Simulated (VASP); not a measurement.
Input of a VASP 6.6.1 run:

INCAR

```
SYSTEM = TiNi
PREC = Accurate
ENCUT = 520
EDIFF = 1E-6
ISMEAR = -1
SIGMA = 0.05
LREAL = .FALSE.
LASPH = .TRUE.
NELM = 150
ALGO = Fast
ISIF = 2
LWAVE = .FALSE.
LCHARG = .FALSE.
ISPIN = 2
MAGMOM = 1 1
LORBIT = 11
LMAXMIX = 4
GGA = PS
NBANDS = 22
```

File KPOINTS:

```
regular mesh
0
G
  10 10 8
  0 0 0
```

POSCAR

```
TiNi
1.0
    2.6799546150      0.0000000000      0.0000000000
    0.0000000000      2.6799546150      0.0000000000
    0.0000000000      0.0000000000      3.5082994856
Ni Ti
1 1
Direct
    0.0000000000      0.0000000000      0.0000000000
    0.5000000000      0.5000000000      0.5000000000
```

Potentials or basis: VASP PAW PBE potentials, release 64 (Ni, Ti_sv).

The run is started by

```console
$ cat potpaw_PBE.64/Ni/POTCAR potpaw_PBE.64/Ti_sv/POTCAR > POTCAR
$ mpirun -np 1 vasp_std > vasp.out
```

(1) Predict the net moment.

(2) Estimate the pressure.

## Answers

(1) 0.00 μB per cell.

(2) 4.0 GPa.

Caveat: the cell stands under pressure; the PAW data sets were made with another functional, which shifts forces and pressure a little.
